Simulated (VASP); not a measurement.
# AlP (F-43m) in VASP: a series of runs

The runs below take AlP through single point, with PBE.

Everything below comes from runs of VASP 6.6.1. Logs are shortened: lines on timing, memory, paths and dates and some standing lists are left out, and cuts for length are marked.

### 1 The cell of the first run

The structure is cubic, space group F-43m (No. 216). Conventional cell: a = 5.473 Å, b = 5.473 Å, c = 5.473 Å, α = 90.00°, β = 90.00°, γ = 90.00°. Al (site symmetry -43m) has 4 P at 2.37 Å within 3.1 Å. P (site symmetry -43m) has 4 Al at 2.37 Å within 3.1 Å.

### 2 Single point, PBE

INCAR reads:

```
SYSTEM = AlP
  PREC = Accurate
  ENCUT = 500
  EDIFF = 1E-6
  ISMEAR = 0
  SIGMA = 0.1
  LREAL = .False.
  LASPH = .True.
  NELM = 120
  ALGO = Normal
  ISIF = 2
  LWAVE = .False.
  LCHARG = .False.
  GGA = PE
  NBANDS = 11
  GGA_COMPAT = .False.
```

KPOINTS reads:

```
Automatic mesh
0
Gamma
  2 2 2
  0 0 0
```

POSCAR reads:

```
AlP
1.0
    0.0000000000      2.7364837130      2.7364837130
    2.7364837130      0.0000000000      2.7364837130
    2.7364837130      2.7364837130      0.0000000000
Al P
1 1
Direct
    0.0000000000      0.0000000000      0.0000000000
    0.7500000000      0.7500000000      0.7500000000
```

Potentials or basis: VASP PAW PBE potentials, release 64 (Al, P).

Launch:

```sh
cat potpaw_PBE.64/Al/POTCAR potpaw_PBE.64/P/POTCAR > POTCAR
mpirun -np 1 vasp_std > vasp.out
```

OUTCAR:

```text
SYSTEM = AlP
   PREC = Accurate
   ENCUT = 500
   EDIFF = 1E-6
   ISMEAR = 0
   LREAL = .False.
   LASPH = .True.
   NELM = 120
   ISIF = 2
   GGA = PE

 ion  position               nearest neighbor table
   1  0.000  0.000  0.000-   2 2.37   2 2.37   2 2.37   2 2.37
   2  0.750  0.750  0.750-   1 2.37   1 2.37   1 2.37   1 2.37

  LATTYP: Found a face centered cubic cell.
 ALAT       =     5.4729674260

  Lattice vectors:

 A1 = (   0.0000000000,   2.7364837130,   2.7364837130)
 A2 = (   2.7364837130,   0.0000000000,   2.7364837130)
 A3 = (   2.7364837130,   2.7364837130,   0.0000000000)

Analysis of symmetry for initial positions (statically):
=====================================================================
 Subroutine PRICEL returns:
 Original cell was already a primitive cell.

 Routine SETGRP: Setting up the symmetry group for a
 face centered cubic supercell.

 Subroutine GETGRP returns: Found 24 space group operations
 (whereof 24 operations were pure point group operations)
 out of a pool of 48 trial point group operations.

The static configuration has the point symmetry T_d .

Analysis of symmetry for dynamics (positions and initial velocities):
=====================================================================
 Subroutine PRICEL returns:
 Original cell was already a primitive cell.

 Routine SETGRP: Setting up the symmetry group for a
 face centered cubic supercell.

 Subroutine GETGRP returns: Found 24 space group operations
 (whereof 24 operations were pure point group operations)
 out of a pool of 48 trial point group operations.

The dynamic configuration has the point symmetry T_d .

 Subroutine INISYM returns: Found 24 space group operations
 (whereof 24 operations are pure point group operations),
 and found     1 'primitive' translations

----------------------------------------------------------------------------------------

                                     Primitive cell

  volume of cell :      40.9835

  direct lattice vectors                    reciprocal lattice vectors
     0.000000000  2.736483713  2.736483713    -0.182716235  0.182716235  0.182716235
     2.736483713  0.000000000  2.736483713     0.182716235 -0.182716235  0.182716235
     2.736483713  2.736483713  0.000000000     0.182716235  0.182716235 -0.182716235

  length of vectors
     3.869972380  3.869972380  3.869972380     0.316473802  0.316473802  0.316473802

  position of ions in fractional coordinates (direct lattice)
     0.000000000  0.000000000  0.000000000
     0.750000000  0.750000000  0.750000000

  ion indices of the primitive-cell ions
   primitive index   ion index
                 1           1
                 2           2

----------------------------------------------------------------------------------------

 KPOINTS: Automatic mesh

Automatic generation of k-mesh.
 Grid dimensions read from file:
 generate k-points for:    2    2    2

 Generating k-lattice:

  Cartesian coordinates                     Fractional coordinates (reciprocal lattice)
    -0.091358117  0.091358117  0.091358117     0.500000000  0.000000000  0.000000000
     0.091358117 -0.091358117  0.091358117     0.000000000  0.500000000  0.000000000
     0.091358117  0.091358117 -0.091358117     0.000000000  0.000000000  0.500000000

  Length of vectors
     0.158236901  0.158236901  0.158236901

  Shift w.r.t. Gamma in fractional coordinates (k-lattice)
     0.000000000  0.000000000  0.000000000

 Subroutine IBZKPT returns following result:
 ===========================================

 Found      3 irreducible k-points:

 Following reciprocal coordinates:
            Coordinates               Weight
  0.000000  0.000000  0.000000      1.000000
  0.500000  0.000000  0.000000      4.000000
  0.500000  0.500000  0.000000      3.000000
   k-points           NKPTS =      3   k-points in BZ     NKDIM =      3   number of bands    NBANDS=     11
   number of dos      NEDOS =    301   number of ions     NIONS =      2
   total plane-waves  NPLWV =  21952
   dimension x,y,z NGX =    28 NGY =   28 NGZ =   28
   dimension x,y,z NGXF=    56 NGYF=   56 NGZF=   56
   ions per type =               1   1
   NGX,Y,Z   is equivalent  to a cutoff of  12.03, 12.03, 12.03 a.u.
   NGXF,Y,Z  is equivalent  to a cutoff of  24.06, 24.06, 24.06 a.u.
 SYSTEM =  AlP
   PREC   = accura    normal or accurate (medium, high low for compatibility)
   ISTART =      0    job   : 0-new  1-cont  2-samecut
   ICHARG =      2    charge: 1-file 2-atom 10-const
   ISPIN  =      1    spin polarized calculation?
   LNONCOLLINEAR =      F non collinear calculations
   LSORBIT =      F    spin-orbit coupling
   LASPH  =      T    aspherical Exc in radial PAW
   ENCUT  =  500.0 eV  36.75 Ry    6.06 a.u.   7.06  7.06  7.06*2*pi/ulx,y,z
   NELM   =    120;   NELMIN=  2; NELMDL= -5     # of ELM steps
   EDIFF  = 0.1E-05   stopping-criterion for ELM
   LREAL  =      F    real-space projection
   EDIFFG = 0.1E-04   stopping-criterion for IOM
   NSW    =      0    number of steps for IOM
   IBRION =     -1    ionic relax: 0-MD 1-quasi-New 2-CG
   NFREE  =      0    steps in history (QN), initial steepest desc. (CG)
   ISIF   =      2    stress and relaxation
   ISYM   =      2    0-nonsym 1-usesym 2-fastsym
   POTIM  = 0.5000    time-step for ionic-motion
   TEBEG  =    0.0;   TEEND  =   0.0 temperature during run
   PSTRESS=    0.0 pullay stress
   NELECT =       8.0000    total number of electrons
   NUPDOWN=      -1.0000    fix difference up-down
   EMIN   =  10.00;   EMAX   =-10.00  energy-range for DOS
   EFERMI =   0.00;   METHOD = LEGACY
   ISMEAR =     0;   SIGMA  =   0.10  broadening in eV -4-tet -1-fermi 0-gaus
   EFERMI_NEDOS =   21; number of points for ismear=-14 and -15
   IALGO  =     38    algorithm
   IMIX   =      4    mixing-type and parameters
     AMIX     =   0.40;   BMIX     =  1.00
     AMIX_MAG =   1.60;   BMIX_MAG =  1.00
  volume/ion in A,a.u.               =      20.49       138.29
  Fermi-wavevector in a.u.,A,eV,Ry     =   0.949661  1.794599 12.270497  0.901856
  Thomas-Fermi vector in A             =   2.077965
   LORBIT       =      0    0 simple, 1 ext, 2 COOP (PROOUT), +10 PAW based schemes
   GGA     = PE    functional components
   LHFCALC =     F    Hartree Fock is set to
   AEXX    =    0.0000 exact exchange contribution
   IVDW    =     0    specifies the selected vdW correction
   LEPSILON=     F    determine dielectric tensor
   LRPA    =     F    only Hartree local field effects (RPA)
 non-spin polarized calculation
 Gauss-broadening in eV      SIGMA  =   0.10
  energy-cutoff  :      500.00
  volume of cell :       40.98
 maximum number of plane-waves:      1056
   NGX = 15   NGY = 15   NGZ = 15

 number of electron       8.0000000 magnetization

 Free energy of the ion-electron system (eV)
  ---------------------------------------------------
  ext. energy  EPLUGINS =         0.00000000
  ---------------------------------------------------
  free energy    TOTEN  =        -8.55236773 eV

  energy without entropy =       -8.55236773  energy(sigma->0) =       -8.55236773

 E-fermi :   5.4004     XC(G=0):  -9.0044

 val. band max:        4.8730723099   @ k =   0.0000   0.0000   0.0000
 cond. band min:       6.2669941141   @ k =   0.5000   0.5000   0.0000
 fundamental gap:      1.3939218043
 Fermi energy:         5.4003686998

 k-point     1 :       0.0000    0.0000    0.0000
  band No.  band energies     occupation
      1      -6.6353      2.00000
      2       4.8731      2.00000
      3       4.8731      2.00000
      4       4.8731      2.00000
      5       8.0820      0.00000
      6       9.1979      0.00000
      7       9.1979      0.00000
      8       9.1979      0.00000
      9      13.4988      0.00000
     10      13.4988      0.00000
     11      14.9570      0.00000

 k-point     2 :       0.5000    0.0000    0.0000
  band No.  band energies     occupation
      1      -4.9107      2.00000
      2      -0.7749      2.00000
      3       4.0795      2.00000
      4       4.0795      2.00000
      5       7.5181      0.00000
      6       9.4669      0.00000
      7       9.4669      0.00000
      8      13.0230      0.00000
      9      16.2380      0.00000
     10      16.2380      0.00000
     11      16.6404      0.00000

 k-point     3 :       0.5000    0.5000    0.0000
  band No.  band energies     occupation
      1      -4.2178      2.00000
      2      -0.5686      2.00000
      3       2.7016      2.00000
      4       2.7016      2.00000
      5       6.2670      0.00000
      6       7.1590      0.00000
      7      15.7497      0.00000
      8      15.7497      0.00000
      9      16.8287      0.00000
     10      16.8287      0.00000
     11      16.9152      0.00000

------------------------ aborting loop because EDIFF is reached ----------------------------------------

  FORCE on cell =-STRESS in cart. coord.  units (eV):
  Direction    XX          YY          ZZ          XY          YZ          ZX
  --------------------------------------------------------------------------------------
  -------------------------------------------------------------------------------------
  Total        1.9147752      1.9147752      1.9147752     -0.0000000      0.0000000      0.0000000
  in kB       74.8548230     74.8548230     74.8548230     -0.0000000      0.0000000      0.0000000
  external PRESSURE =      74.8548230 kB  Pullay stress =       0.0000000 kB

 VOLUME and BASIS-vectors are now :
 -----------------------------------------------------------------------------
  energy-cutoff  :      500.00
  volume of cell :       40.98
      direct lattice vectors                 reciprocal lattice vectors
     0.000000000  2.736483713  2.736483713    -0.182716235  0.182716235  0.182716235
     2.736483713  0.000000000  2.736483713     0.182716235 -0.182716235  0.182716235
     2.736483713  2.736483713  0.000000000     0.182716235  0.182716235 -0.182716235

 POSITION                                       TOTAL-FORCE (eV/Angst)
 -----------------------------------------------------------------------------------
      0.00000      0.00000      0.00000        -0.000000     -0.000000      0.000000
      4.10473      4.10473      4.10473         0.000000      0.000000     -0.000000
 -----------------------------------------------------------------------------------
    total drift:                                0.000000      0.000000      0.000000

  FREE ENERGIE OF THE ION-ELECTRON SYSTEM (eV)
  ---------------------------------------------------
  free  energy   TOTEN  =        -8.5523677302 eV

  energy  without entropy=       -8.5523677302  energy(sigma->0) =       -8.55236773
```

Wall time 2.5 s (1 thread of Intel Xeon Platinum 8488C (Sapphire Rapids), shared host); peak memory 0.14 GiB.

Results:

* Free energy: -8.5524 eV
* Pressure: 7.5 GPa
* Band gap on the k mesh: 1.39 eV, indirect (least direct gap 3.21 eV)

Levels at points of the mesh, in eV from the valence-band top:
```tsv
k point	band 1	band 2	band 3	band 4	band 5	band 6	band 7	band 8
(0.00, 0.00, 0.00)	-11.51	0.00	0.00	0.00	3.21	4.32	4.32	4.32
(0.50, 0.00, 0.00)	-9.78	-5.65	-0.79	-0.79	2.64	4.59	4.59	8.15
(0.50, 0.50, 0.00)	-9.09	-5.44	-2.17	-2.17	1.39	2.29	10.88	10.88
```

Caveat: the k points lie up to 0.99 Å⁻¹ apart. A k mesh can miss the band edges.

### 3 Single point, PBE

INCAR reads:

```
SYSTEM = AlP
ALGO = Normal
EDIFF = 1E-6
ENCUT = 500
GGA = PE
GGA_COMPAT = .FALSE.
ISIF = 2
ISMEAR = 0
LASPH = .TRUE.
LCHARG = .FALSE.
LREAL = .FALSE.
LWAVE = .FALSE.
NBANDS = 11
NELM = 120
PREC = Accurate
SIGMA = 0.1
```

KPOINTS reads:

```
k-points
0
G
  3 3 3
  0 0 0
```

POSCAR is that of step 2.

Potentials or basis: VASP PAW PBE potentials, release 64 (Al, P).

Launch:

```sh
cat potpaw_PBE.64/Al/POTCAR potpaw_PBE.64/P/POTCAR > POTCAR
mpirun -np 1 vasp_std > vasp.out
```

Run time: 3.3 s. Hardware: 1 thread of Intel Xeon Platinum 8488C (Sapphire Rapids), shared host; peak memory 0.14 GiB.

Results (log left out):

```yaml
Free_energy: -9.9987 eV
Pressure: 2.9 GPa
Band_gap_on_the_k_mesh: 2.16 eV, indirect (least direct gap 3.23 eV)
```

Levels at points of the mesh, in eV from the valence-band top:
```
           k point  band 1  band 2  band 3  band 4  band 5  band 6  band 7  band 8
(0.00, 0.00, 0.00)  -11.48    0.00    0.00    0.00    3.23    4.48    4.48    4.48
```

Caveat: the k points lie up to 0.66 Å⁻¹ apart.
